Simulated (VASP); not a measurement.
Fe7Co, 24 atoms in the cell. The cell holds a disordered packing, 24 atoms: a = 6.576 Å, b = 6.304 Å, c = 6.604 Å, α = 93.62°, β = 88.42°, γ = 94.03°. 

* Program: VASP 6.6.1
* Task: single point
* Functional: PBEsol
* Potentials or basis: VASP PAW PBE potentials, release 64 (Fe, Co)
* Cutoff: 400 eV
* k mesh: 1 × 1 × 1, shifted
* Occupations: fermi-dirac, width 0.0922 eV
* Spin: no spin polarisation
* Dipole correction: no
* Mended: yes
* Further INCAR settings: LREAL = Auto; ALGO = Normal; EDIFF = 1e-06; NBANDS = 116; ISYM = -1

Potentials or basis: VASP PAW PBE potentials, release 64 (Fe, Co).

Launch:

```console
$ cat potpaw_PBE.64/Fe/POTCAR potpaw_PBE.64/Co/POTCAR > POTCAR
$ mpirun -np 1 vasp_std > vasp.out
```

Hardware: 1 thread of Intel(R) Xeon(R) 6975P-C (Granite Rapids) (shared host).

Task: How long does it take, and how much memory?

Result: It took 2.6 min on 1 thread of Intel(R) Xeon(R) 6975P-C (Granite Rapids), with other jobs on the host, peak memory 0.3 GiB. Counts: scf iterations 40, k points 1.
